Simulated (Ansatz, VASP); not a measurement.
# One calculation of BeAu3, two programs

```xyz
4
Lattice="4.0383 0.0000 0.0000 0.0000 4.0383 0.0000 0.0000 0.0000 4.0383" Properties=species:S:1:pos:R:3 pbc="T T T"
Be    0.0000    0.0000    0.0000
Au    0.0000    2.0191    2.0191
Au    2.0191    0.0000    2.0191
Au    2.0191    2.0191    0.0000
```

Alike in both runs: task single point; functional r2SCAN; k mesh 6 × 6 × 6; occupations gaussian, width 0.15 eV; no spin polarisation.

|  | VASP | Ansatz |
| --- | --- | --- |
| version | VASP 6.6.1 | Ansatz 0.2.0 |
| potentials or method | VASP PAW PBE potentials, release 64 (Be, Au), cutoff 520 eV | plane waves, PAW |
| valence electrons in the cell | 35 | 59 |

VASP gave:

| Quantity | Value |
| --- | --- |
| pressure (GPa) | -6.8 |

Q: What did Ansatz give for the same quantities?

A: Pressure (GPa): -6.9.

VASP's potentials were made for PBE, not for r2SCAN. VASP's potentials hold 35 valence electrons a cell and Ansatz's 59, so a difference there can come from the potentials and not from the codes.

Neither program's run includes spin-orbit coupling.
